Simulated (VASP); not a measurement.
# Cd in VASP: a series of runs, part 2 of 2

VASP 6.6.1. Earlier steps stand in the parts before.

**3. Single point, PBE (normal strain along x -0.0400, normal strain along y -0.0267)**

The input, INCAR:

```
PREC     = Accurate       # precision mode
ENCUT    = 520            # plane-wave cutoff, eV
EDIFF    = 1E-6           # SCF threshold, eV
ISMEAR   = 0              # smearing method
SIGMA    = 0.15           # smearing width, eV
LREAL    = F              # projectors in reciprocal space
LASPH    = T              # aspherical terms in the spheres
NELM     = 100            # most SCF steps
ALGO     = Fast           # electronic algorithm
ISIF     = 2              # what is computed and relaxed
LWAVE    = F              # write WAVECAR
LCHARG   = F              # write CHGCAR
GGA      = PE             # functional
NBANDS   = 12             # bands
```

The input, KPOINTS:

```
regular mesh
0
Gamma
  18 18 18
```

The input, POSCAR:

```
Cd
1.0
    0.0000000000      2.1939675977      2.2541534960
    2.1639873562      0.0000000000      2.2541534960
    2.1639873562      2.1939675977      0.0000000000
Cd
1
Direct
    0.0000000000      0.0000000000      0.0000000000
```

Potentials or basis: VASP PAW PBE potentials, release 64 (Cd).

Launch:

```console
> cat potpaw_PBE.64/Cd/POTCAR > POTCAR
> mpirun -np 1 vasp_std > vasp.out
```

OUTCAR:

```text
PREC = Accurate
   ENCUT = 520
   EDIFF = 1E-6
   ISMEAR = 0
   LREAL = F
   LASPH = T
   NELM = 100
   ISIF = 2
   GGA = PE

 ion  position               nearest neighbor table
   1  0.000  0.000  0.000-

  LATTYP: Found a face centered orthorhombic cell.
 ALAT       =     4.3279747124
 B/A-ratio  =     1.0138541667
 C/A-ratio  =     1.0416666666

  Lattice vectors:

 A1 = (   0.0000000000,   2.1939675977,   2.2541534960)
[... 531 lines left out ...]
      2      -6.1616      2.00000
      3      -6.0420      2.00000
      4      -5.7203      2.00000
      5      -5.6677      2.00000
      6      -4.1756      2.00000
      7       9.6752      0.00000
      8      14.5681      0.00000
      9      17.7114      0.00000
     10      18.1536      0.00000
     11      20.6155      0.00000
     12      21.2402      0.00000

 [... further k-points ...]
[... 5 lines left out ...]
  --------------------------------------------------------------------------------------
  -------------------------------------------------------------------------------------
  Total        0.5773041      0.5418986      0.3718085      0.0000000      0.0000000      0.0000000
  in kB       43.2132378     40.5630163     27.8311696      0.0000000      0.0000000      0.0000000
  external PRESSURE =      37.2024745 kB  Pullay stress =       0.0000000 kB

 VOLUME and BASIS-vectors are now :
 -----------------------------------------------------------------------------
  energy-cutoff  :      520.00
  volume of cell :       21.40
      direct lattice vectors                 reciprocal lattice vectors
     0.000000000  2.193967598  2.254153496    -0.231054954  0.227897623  0.221812756
     2.163987356  0.000000000  2.254153496     0.231054954 -0.227897623  0.221812756
     2.163987356  2.193967598  0.000000000     0.231054954  0.227897623 -0.221812756

 POSITION                                       TOTAL-FORCE (eV/Angst)
 -----------------------------------------------------------------------------------
      0.00000      0.00000      0.00000         0.000000     -0.000000      0.000000
 -----------------------------------------------------------------------------------
    total drift:                                0.000000      0.000000     -0.000000

  FREE ENERGIE OF THE ION-ELECTRON SYSTEM (eV)
  ---------------------------------------------------
  free  energy   TOTEN  =        -0.7235796484 eV

  energy  without entropy=       -0.7194815773  energy(sigma->0) =       -0.72153061
```

OSZICAR:

```text
N       E                     dE             d eps       ncg     rms          rms(c)
DAV:   1     0.705324633959E+02    0.70532E+02   -0.70125E+03 22200   0.998E+02
DAV:   2     0.503028219178E+00   -0.70029E+02   -0.66558E+02 22760   0.238E+02
DAV:   3    -0.770235260582E+00   -0.12733E+01   -0.12726E+01 24592   0.361E+01
DAV:   4    -0.771785286094E+00   -0.15500E-02   -0.15500E-02 23296   0.124E+00
DAV:   5    -0.771788846509E+00   -0.35604E-05   -0.35607E-05 24712   0.597E-02    0.327E+00
RMM:   6    -0.725814370096E+00    0.45974E-01   -0.80784E-02 21317   0.302E+00    0.258E+00
RMM:   7    -0.723453694945E+00    0.23607E-02   -0.65422E-03 21982   0.760E-01    0.127E+00
RMM:   8    -0.723544064554E+00   -0.90370E-04   -0.16006E-03 22191   0.603E-01    0.802E-02
RMM:   9    -0.723571774964E+00   -0.27710E-04   -0.71981E-05 23311   0.988E-02    0.452E-02
RMM:  10    -0.723580176424E+00   -0.84015E-05   -0.25162E-05 22962   0.739E-02    0.852E-03
RMM:  11    -0.723579648389E+00    0.52804E-06   -0.24869E-06 19193   0.169E-02
   1 F= -.72357965E+00 E0= -.72153061E+00  d E =-.409807E-02
```

stdout:

```text
POSCAR found type information on POSCAR Cd
 POSCAR found :  1 types and       1 ions
 scaLAPACK will be used
 LDA part: xc-table for (Slater+PW92), standard interpolation
 POSCAR, INCAR and KPOINTS ok, starting setup
 FFT: planning ... GRIDC
 FFT: planning ... GRID_SOFT
 FFT: planning ... GRID
 WAVECAR not read
 entering main loop
```

Wall time 95 s (1 thread of AMD EPYC 9R45 (Zen 5), shared host); peak memory 0.28 GiB.

Results:

- Free energy: -0.7236 eV
- Pressure: 3.7 GPa
- Band gap on the k mesh: zero (bands 6 and 7 overlap by 3.11 eV)

Stress tensor (GPa, compression positive):
```
4.32 0.00 0.00
0.00 4.06 0.00
0.00 0.00 2.78
```

Levels at points of the mesh, in eV from the Fermi level:
```tsv
k point	band 2	band 3	band 4	band 5	band 6	band 7	band 8	band 9	band 10	band 11
(0.00, 0.00, 0.00)	-9.14	-9.10	-8.90	-8.74	-8.63	14.02	15.19	15.19	15.21	18.55
(0.50, 0.00, 0.00)	-9.21	-9.10	-8.32	-8.28	-2.37	-1.25	12.14	13.02	13.49	16.21
(0.50, 0.50, 0.00)	-9.76	-8.32	-8.22	-8.19	-1.12	1.01	7.25	7.29	11.56	11.72
(0.50, 0.00, 0.50)	-9.76	-8.33	-8.25	-8.15	-0.76	1.59	6.76	6.90	11.17	11.25
(0.00, 0.50, 0.50)	-9.76	-8.32	-8.23	-8.16	-0.57	1.89	6.55	6.65	10.96	10.99
```

Caveat: the cell differs from its parent crystal (normal strain along x -0.0400, normal strain along y -0.0267); the cell stands under pressure.

**4. Single point, PBE (normal strain along x -0.0400, normal strain along y -0.0133)**

INCAR is that of step 3.

KPOINTS is that of step 3.

The input, POSCAR:

```
Cd
1.0
    0.0000000000      2.2241732545      2.2541534960
    2.1639873562      0.0000000000      2.2541534960
    2.1639873562      2.2241732545      0.0000000000
Cd
1
Direct
    0.0000000000      0.0000000000      0.0000000000
```

Launch:

```console
> cat potpaw_PBE.64/Cd/POTCAR > POTCAR
> mpirun -np 1 vasp_std > vasp.out
```

It took 95 s on 1 thread of AMD EPYC 9R45 (Zen 5), shared host; peak memory 0.28 GiB.

Results (log left out):

```
Free energy            : -0.7298 eV
Pressure               : 2.9 GPa
Band gap on the k mesh : zero (bands 6 and 7 overlap by 3.14 eV)
```

Stress tensor (GPa, compression positive):
```
3.50 0.00 0.00
0.00 2.87 0.00
0.00 0.00 2.24
```

Levels at points of the mesh, in eV from the Fermi level:
| k point | band 2 | band 3 | band 4 | band 5 | band 6 | band 7 | band 8 | band 9 | band 10 | band 11 |
| --- | --- | --- | --- | --- | --- | --- | --- | --- | --- | --- |
| (0.00, 0.00, 0.00) | -9.13 | -9.04 | -8.79 | -8.71 | -8.60 | 13.98 | 15.05 | 15.06 | 15.08 | 18.37 |
| (0.50, 0.00, 0.00) | -9.16 | -9.06 | -8.30 | -8.26 | -2.30 | -1.27 | 12.16 | 12.68 | 13.54 | 16.14 |
| (0.50, 0.50, 0.00) | -9.69 | -8.30 | -8.22 | -8.16 | -1.01 | 1.07 | 7.11 | 7.20 | 11.40 | 11.53 |
| (0.50, 0.00, 0.50) | -9.69 | -8.31 | -8.23 | -8.14 | -0.84 | 1.35 | 6.87 | 7.01 | 11.21 | 11.30 |
| (0.00, 0.50, 0.50) | -9.70 | -8.30 | -8.19 | -8.16 | -0.47 | 1.94 | 6.47 | 6.52 | 10.80 | 10.81 |

Caveat: the cell differs from its parent crystal (normal strain along x -0.0400, normal strain along y -0.0133).

**5. Single point, PBE (normal strain along x -0.0267, normal strain along y -0.0133)**

INCAR is that of step 4.

KPOINTS is that of step 4.

The input, POSCAR:

```
Cd
1.0
    0.0000000000      2.2241732545      2.2541534960
    2.1939675977      0.0000000000      2.2541534960
    2.1939675977      2.2241732545      0.0000000000
Cd
1
Direct
    0.0000000000      0.0000000000      0.0000000000
```

Launch:

```console
> cat potpaw_PBE.64/Cd/POTCAR > POTCAR
> mpirun -np 1 vasp_std > vasp.out
```

It took 96 s on 1 thread of AMD EPYC 9R45 (Zen 5), shared host; peak memory 0.28 GiB.

Results (log left out):

```yaml
Free_energy: -0.7353 eV
Pressure: 2.1 GPa
Band_gap_on_the_k_mesh: zero (bands 6 and 7 overlap by 3.06 eV)
```

Stress tensor (GPa, compression positive):
```
2.47 0.00 0.00
0.00 2.16 0.00
0.00 0.00 1.66
```

Levels at points of the mesh, in eV from the Fermi level:
| k point | band 4 | band 5 | band 6 | band 7 | band 8 | band 9 |
| --- | --- | --- | --- | --- | --- | --- |
| (0.00, 0.00, 0.00) | -8.68 | -8.66 | -8.59 | 13.92 | 14.92 | 14.93 |
| (0.50, 0.00, 0.00) | -8.27 | -8.24 | -2.24 | -1.29 | 12.19 | 12.68 |
| (0.50, 0.50, 0.00) | -8.18 | -8.15 | -0.91 | 1.12 | 7.01 | 7.05 |
| (0.50, 0.00, 0.50) | -8.19 | -8.14 | -0.74 | 1.40 | 6.77 | 6.87 |
| (0.00, 0.50, 0.50) | -8.18 | -8.15 | -0.55 | 1.69 | 6.57 | 6.62 |

Caveat: the cell differs from its parent crystal (normal strain along x -0.0267, normal strain along y -0.0133).

**6. Single point, PBE (normal strain along x -0.0267, normal strain along y +0.0133)**

The input, INCAR:

```
  ALGO = Fast
  EDIFF = 1E-6
  ENCUT = 520
  GGA = PE
  ISIF = 2
  ISMEAR = 0
  LASPH = True
  LCHARG = True
  LELF = True
  LREAL = False
  LVHAR = True
  LWAVE = False
  NBANDS = 12
  NELM = 60
  PREC = Accurate
  SIGMA = 0.15
```

The input, KPOINTS:

```
k-points
0
Gamma
  18 18 18
```

The input, POSCAR:

```
Cd
1.0
    0.0000000000      2.2841337375      2.2541534960
    2.1939675977      0.0000000000      2.2541534960
    2.1939675977      2.2841337375      0.0000000000
Cd
1
Direct
    0.0000000000      0.0000000000      0.0000000000
```

Potentials or basis: VASP PAW PBE potentials, release 64 (Cd).

Launch:

```console
> cat potpaw_PBE.64/Cd/POTCAR > POTCAR
> mpirun -np 1 vasp_std > vasp.out
```

Run time: 91 s. Hardware: 1 thread of AMD EPYC 9R45 (Zen 5), shared host; peak memory 0.29 GiB.

The run converged. Its results:

```
Free energy            : -0.7395 eV
Pressure               : 0.8 GPa
Band gap on the k mesh : zero (bands 6 and 7 overlap by 3.19 eV)
```

Stress tensor (GPa, compression positive):
```
1.34 0.00 0.00
0.00 0.26 0.00
0.00 0.00 0.75
```

Levels at points of the mesh, in eV from the Fermi level:
| k point | band 4 | band 5 | band 6 | band 7 | band 8 | band 9 |
| --- | --- | --- | --- | --- | --- | --- |
| (0.00, 0.00, 0.00) | -8.63 | -8.54 | -8.49 | 13.84 | 14.64 | 14.67 |
| (0.50, 0.00, 0.00) | -8.26 | -8.21 | -2.14 | -1.32 | 11.84 | 12.40 |
| (0.50, 0.50, 0.00) | -8.19 | -8.11 | -0.73 | 1.21 | 6.73 | 6.88 |
| (0.50, 0.00, 0.50) | -8.18 | -8.13 | -0.89 | 0.94 | 6.96 | 7.06 |
| (0.00, 0.50, 0.50) | -8.15 | -8.13 | -0.37 | 1.77 | 6.35 | 6.40 |

Caveat: the cell differs from its parent crystal (normal strain along x -0.0267, normal strain along y +0.0133).

**7. Overview**

| cell | gap on the mesh (eV) | pressure (GPa) |
| --- | --- | --- |
| a = 3.231, b = 3.231, c = 3.273 Å, angles 59.6, 59.6, 60.9°, 1 atom | none | -1.8 |
| a = 3.146, b = 3.125, c = 3.082 Å, angles 60.9, 60.2, 58.9°, 1 atom | none | 3.7 |
| a = 3.167, b = 3.125, c = 3.103 Å, angles 61.1, 59.8, 59.1°, 1 atom | none | 2.9 |
| a = 3.167, b = 3.146, c = 3.124 Å, angles 60.7, 60.0, 59.3°, 1 atom | none | 2.1 |
| a = 3.209, b = 3.146, c = 3.167 Å, angles 61.1, 59.1, 59.8°, 1 atom | none | 0.8 |

Alike in all rows: task single point; level PBE; potentials or basis VASP PAW PBE potentials, release 64 (Cd); no spin polarisation; k mesh 18 × 18 × 18; cutoff (eV) 520; smearing gaussian 0.15 eV.

Caveats: the cell stands under pressure (at least some runs).

Absolute energies hang on the potentials; compare differences alone.
